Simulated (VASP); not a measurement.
# ZrB (Fm-3m) in VASP: single point with revPBE+D3(BJ)+U

Aim: the single point of ZrB with revPBE+D3(BJ)+U.

Program: VASP 6.6.1. These are calculated values, not measurements. Logs are shortened: lines on timing, memory, paths and dates and some standing lists are left out, and cuts for length are marked.

## (1) The cell of the first run

It takes space group Fm-3m (No. 225, cubic). Conventional cell: a = 4.650 Å, b = 4.650 Å, c = 4.650 Å, α = 90.00°, β = 90.00°, γ = 90.00°. Zr (site symmetry m-3m) has 6 B at 2.33 Å within 3.1 Å. Within 3.1 Å of B (site symmetry m-3m) lie 6 Zr at 2.33 Å.

## (2) Single point, revPBE+D3(BJ)+U, non-collinear spin, zero start, spin-orbit coupling

Input file INCAR:

```
SYSTEM = ZrB
  ALGO = Normal
  EDIFF = 1E-7
  ENCUT = 520
  GGA = RE
  GGA_COMPAT = .False.
  ISIF = 2
  ISMEAR = 1
  IVDW = 12
  LASPH = .True.
  LCHARG = .True.
  LDAU = .True.
  LDAUJ = 0 0
  LDAUL = 2 -1
  LDAUPRINT = 1
  LDAUTYPE = 2
  LDAUU = 8 0
  LMAXMIX = 4
  LNONCOLLINEAR = .True.
  LORBIT = 11
  LORBMOM = .True.
  LREAL = .False.
  LSORBIT = .True.
  LVHAR = .True.
  LWAVE = .False.
  MAGMOM = 0 0 0 0 0 0
  NBANDS = 27
  NELM = 150
  PREC = Accurate
  SIGMA = 0.1
```

Input file KPOINTS:

```
k-points
0
Gamma
  10 10 10
  0 0 0
```

Input file POSCAR:

```
ZrB
1.0
    0.0000000000      2.3250000000      2.3250000000
    2.3250000000      0.0000000000      2.3250000000
    2.3250000000      2.3250000000      0.0000000000
Zr B
1 1
Direct
    0.0000000000      0.0000000000      0.0000000000
    0.5000000000      0.5000000000      0.5000000000
```

Potentials or basis: VASP PAW PBE potentials, release 64 (Zr_sv, B).

The run is started by

```bash
$ cat potpaw_PBE.64/Zr_sv/POTCAR potpaw_PBE.64/B/POTCAR > POTCAR
$ mpirun -np 1 vasp_ncl > vasp.out
```

OUTCAR:

```text
SYSTEM = ZrB
   EDIFF = 1E-7
   ENCUT = 520
   GGA = RE
   ISIF = 2
   ISMEAR = 1
   IVDW = 12
   LASPH = .True.
   LNONCOLLINEAR = .True.
   LORBIT = 11
   LREAL = .False.
   LSORBIT = .True.
   NELM = 150
   PREC = Accurate
 IVDW          = 12

 ion  position               nearest neighbor table
   1  0.000  0.000  0.000-   2 2.33   2 2.33   2 2.33   2 2.33   2 2.33   2 2.33
   2  0.500  0.500  0.500-   1 2.33   1 2.33   1 2.33   1 2.33   1 2.33   1 2.33

  LATTYP: Found a face centered cubic cell.
 ALAT       =     4.6500000000

  Lattice vectors:

 A1 = (   0.0000000000,   2.3250000000,   2.3250000000)
 A2 = (   2.3250000000,   0.0000000000,   2.3250000000)
 A3 = (   2.3250000000,   2.3250000000,   0.0000000000)

Analysis of symmetry for initial positions (statically):
=====================================================================
 Subroutine PRICEL returns:
 Original cell was already a primitive cell.

 Routine SETGRP: Setting up the symmetry group for a
 face centered cubic supercell.

 Subroutine GETGRP returns: Found 48 space group operations
 (whereof 48 operations were pure point group operations)
 out of a pool of 48 trial point group operations.

The static configuration has the point symmetry O_h .

Analysis of symmetry for dynamics (positions and initial velocities):
=====================================================================
 Subroutine PRICEL returns:
 Original cell was already a primitive cell.

 Routine SETGRP: Setting up the symmetry group for a
 face centered cubic supercell.

 Subroutine GETGRP returns: Found 48 space group operations
 (whereof 48 operations were pure point group operations)
 out of a pool of 48 trial point group operations.

The dynamic configuration has the point symmetry O_h .

Analysis of structural, dynamic, and magnetic symmetry:
=====================================================================
 Subroutine PRICEL returns:
 Original cell was already a primitive cell.

 Routine SETGRP: Setting up the symmetry group for a
 face centered cubic supercell.

 Subroutine GETGRP returns: Found 48 space group operations
 (whereof 48 operations were pure point group operations)
 out of a pool of 48 trial point group operations.

The overall configuration has the point symmetry O_h .

 Subroutine INISYM returns: Found 48 space group operations
 (whereof 48 operations are pure point group operations),
 and found     1 'primitive' translations

----------------------------------------------------------------------------------------

                                     Primitive cell

  volume of cell :      25.1362

  direct lattice vectors                    reciprocal lattice vectors
     0.000000000  2.325000000  2.325000000    -0.215053763  0.215053763  0.215053763
     2.325000000  0.000000000  2.325000000     0.215053763 -0.215053763  0.215053763
     2.325000000  2.325000000  0.000000000     0.215053763  0.215053763 -0.215053763

  length of vectors
     3.288046533  3.288046533  3.288046533     0.372484045  0.372484045  0.372484045

  position of ions in fractional coordinates (direct lattice)
     0.000000000  0.000000000  0.000000000
     0.500000000  0.500000000  0.500000000

  ion indices of the primitive-cell ions
   primitive index   ion index
                 1           1
                 2           2

----------------------------------------------------------------------------------------

 KPOINTS: k-points

Automatic generation of k-mesh.
 Grid dimensions read from file:
 generate k-points for:   10   10   10

 Generating k-lattice:

  Cartesian coordinates                     Fractional coordinates (reciprocal lattice)
    -0.021505376  0.021505376  0.021505376     0.100000000  0.000000000  0.000000000
     0.021505376 -0.021505376  0.021505376     0.000000000  0.100000000  0.000000000
     0.021505376  0.021505376 -0.021505376     0.000000000  0.000000000  0.100000000

  Length of vectors
     0.037248404  0.037248404  0.037248404

  Shift w.r.t. Gamma in fractional coordinates (k-lattice)
[... 149 lines left out ...]
  ---------------------------------------------------
  ext. energy  EPLUGINS =         0.00000000
  ---------------------------------------------------
  free energy    TOTEN  =        -9.54487505 eV

  energy without entropy =       -9.54566572  energy(sigma->0) =       -9.54513861

 E-fermi :  10.0701     XC(G=0): -12.1902

 val. band max:       10.0310888494   @ k =  -0.4000   0.4000   0.1000
 cond. band min:      10.1833866985   @ k =   0.3000   0.2000   0.0000
 fundamental gap:      0.1522978491
 Fermi energy:        10.0701002637

 k-point     1 :       0.0000    0.0000    0.0000
  band No.  band energies     occupation
      1     -38.4657      1.00000
      2     -38.4657      1.00000
      3     -17.3203      1.00000
      4     -17.3203      1.00000
      5     -15.5643      1.00000
      6     -15.5643      1.00000
[... 709 lines left out ...]
     26      21.6311      0.00000
     27      23.4058      0.00000

 [... further k-points ...]

------------------------ aborting loop because EDIFF is reached ----------------------------------------

 Edisp (eV)   -1.67606

 E8    (eV) :    -1.2032

  FORCE on cell =-STRESS in cart. coord.  units (eV):
  Direction    XX          YY          ZZ          XY          YZ          ZX
  --------------------------------------------------------------------------------------
  -------------------------------------------------------------------------------------
  Total       8.33866     8.33866     8.33866     0.00000     0.00000    -0.00000
  in kB     531.50581   531.50581   531.50581     0.00000     0.00000    -0.00000
  external pressure =      531.51 kB  Pullay stress =        0.00 kB

 VOLUME and BASIS-vectors are now :
 -----------------------------------------------------------------------------
  energy-cutoff  :      520.00
  volume of cell :       25.14
      direct lattice vectors                 reciprocal lattice vectors
     0.000000000  2.325000000  2.325000000    -0.215053763  0.215053763  0.215053763
     2.325000000  0.000000000  2.325000000     0.215053763 -0.215053763  0.215053763
     2.325000000  2.325000000  0.000000000     0.215053763  0.215053763 -0.215053763

 POSITION                                       TOTAL-FORCE (eV/Angst)
 -----------------------------------------------------------------------------------
      0.00000      0.00000      0.00000         0.000000      0.000000     -0.000000
      2.32500      2.32500      2.32500         0.000000      0.000000      0.000000
 -----------------------------------------------------------------------------------
    total drift:                                0.000000     -0.000000     -0.000000

  FREE ENERGIE OF THE ION-ELECTRON SYSTEM (eV)
  ---------------------------------------------------
  free  energy   TOTEN  =       -11.2209333765 eV

  energy  without entropy=      -11.2217240432  energy(sigma->0) =      -11.22119693

 orbital moment (x)

 # of ion     p       d       tot
 ----------------------------------------
  1         0.000   0.000   0.000
  2         0.000   0.000   0.000
 ----------------------------------------
            0.000   0.000   0.000

 orbital moment (y)

 # of ion     p       d       tot
 ----------------------------------------
  1         0.000   0.000   0.000
  2         0.000   0.000   0.000
 ----------------------------------------
            0.000   0.000   0.000

 orbital moment (z)

 # of ion     p       d       tot
 ----------------------------------------
  1         0.000   0.000   0.000
  2         0.000   0.000   0.000
 ----------------------------------------
            0.000   0.000   0.000

 Spin-Orbit-Coupling matrix elements

 Ion:    1  E_soc:     -0.1406508
 l=   1
     0.0000000    -0.0228860    -0.0228860
    -0.0228860     0.0000000    -0.0228860
    -0.0228860    -0.0228860     0.0000000
 l=   2
     0.0000000    -0.0001005     0.0000000    -0.0001005    -0.0004553
    -0.0001005     0.0000000    -0.0003415    -0.0001005    -0.0001138
     0.0000000    -0.0003415     0.0000000    -0.0003415     0.0000000
    -0.0001005    -0.0001005    -0.0003415     0.0000000    -0.0001138
    -0.0004553    -0.0001138     0.0000000    -0.0001138     0.0000000
 l=   3
     0.0000000     0.0000000     0.0000000     0.0000000     0.0000000     0.0000000     0.0000000
     0.0000000     0.0000000     0.0000000     0.0000000     0.0000000     0.0000000     0.0000000
     0.0000000     0.0000000     0.0000000     0.0000000     0.0000000     0.0000000     0.0000000
     0.0000000     0.0000000     0.0000000     0.0000000     0.0000000     0.0000000     0.0000000
     0.0000000     0.0000000     0.0000000     0.0000000     0.0000000     0.0000000     0.0000000
     0.0000000     0.0000000     0.0000000     0.0000000     0.0000000     0.0000000     0.0000000
     0.0000000     0.0000000     0.0000000     0.0000000     0.0000000     0.0000000     0.0000000

 Ion:    2  E_soc:     -0.0000000
 l=   1
     0.0000000    -0.0000000    -0.0000000
    -0.0000000     0.0000000    -0.0000000
    -0.0000000    -0.0000000     0.0000000
 l=   2
     0.0000000     0.0000000     0.0000000     0.0000000     0.0000000
     0.0000000     0.0000000     0.0000000     0.0000000     0.0000000
     0.0000000     0.0000000     0.0000000     0.0000000     0.0000000
     0.0000000     0.0000000     0.0000000     0.0000000     0.0000000
     0.0000000     0.0000000     0.0000000     0.0000000     0.0000000
 l=   3
     0.0000000     0.0000000     0.0000000     0.0000000     0.0000000     0.0000000     0.0000000
     0.0000000     0.0000000     0.0000000     0.0000000     0.0000000     0.0000000     0.0000000
     0.0000000     0.0000000     0.0000000     0.0000000     0.0000000     0.0000000     0.0000000
     0.0000000     0.0000000     0.0000000     0.0000000     0.0000000     0.0000000     0.0000000
     0.0000000     0.0000000     0.0000000     0.0000000     0.0000000     0.0000000     0.0000000
     0.0000000     0.0000000     0.0000000     0.0000000     0.0000000     0.0000000     0.0000000
     0.0000000     0.0000000     0.0000000     0.0000000     0.0000000     0.0000000     0.0000000

 total charge

# of ion       s       p       d       tot
------------------------------------------
    1        2.237   6.089   1.474   9.800
    2        0.815   1.216   0.000   2.031
--------------------------------------------------
tot          3.052   7.305   1.474  11.830

 magnetization (x)

# of ion       s       p       d       tot
------------------------------------------
    1        0.000   0.000   0.000   0.000
    2       -0.000   0.000   0.000   0.000
--------------------------------------------------
tot         -0.000   0.000   0.000   0.000

 magnetization (y)

# of ion       s       p       d       tot
------------------------------------------
    1        0.000  -0.000   0.000  -0.000
    2       -0.000   0.000   0.000   0.000
--------------------------------------------------
tot         -0.000   0.000   0.000   0.000

 magnetization (z)

# of ion       s       p       d       tot
------------------------------------------
    1        0.000   0.000   0.000   0.000
    2        0.000  -0.000   0.000  -0.000
--------------------------------------------------
tot          0.000  -0.000   0.000  -0.000
```

Run time: 87 s. Hardware: 1 thread of Intel Xeon 8259CL, shared host; peak memory 0.23 GiB.

Results:

```yaml
Free_energy: -11.2209 eV
Pressure: 53.2 GPa
Net_moment: 0.00 μB per cell
Valence_electrons_inside_the_program's_atomic_spheres: Zr 9.80; B 2.03
Dispersion_energy_per_atom: -0.838 eV
```

Moments on the atoms (μB; x, y, z):
```
Zr  0.00 0.00 0.00
B   0.00 0.00 0.00
```

Caveat: three body term missing; the cell stands under pressure; the PAW data sets were made with another functional, which shifts forces and pressure a little; the U is typed as a test and isn't derived for this compound. The state reached can hang on the start; a lower one may exist.
